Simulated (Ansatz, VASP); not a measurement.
# One calculation of Ga, two programs

```
Ga
1.0
     1.35501   -3.94500    0.00000
     1.35501    3.94500    0.00000
    -0.11507    0.00000    3.26253
Ga
2
Direct
  0.86900 0.13100 0.25000
  0.13100 0.86900 0.75000
```

Change from the starting cell: volume scaled by 0.9405.

Alike in both runs: task single point; functional PBE; k mesh 14 × 14 × 11; occupations fermi-dirac, width 0.05 eV; no spin polarisation.

|  | VASP | Ansatz |
| --- | --- | --- |
| version | VASP 6.6.1 | Ansatz 0.2.0 |
| potentials or method | VASP PAW PBE potentials, release 64 (Ga_d), cutoff 520 eV | all-electron LAPW, scalar-relativistic |

VASP gave:

| Quantity | Value |
| --- | --- |
| pressure (GPa) | 6.0 |
| traceless stress, the component that is largest in VASP (GPa) | -0.38 |
| rms of the force components (eV/Å) | 0.125 |

Estimate Ansatz's values.

pressure (GPa): 5.9; traceless stress, the component that is largest in VASP (GPa): -0.34; rms of the force components (eV/Å): 0.125.

Atom by atom the forces differ by 0.001 eV/Å (rms over components). Ansatz ran all-electron here, and VASP with PAW potentials.
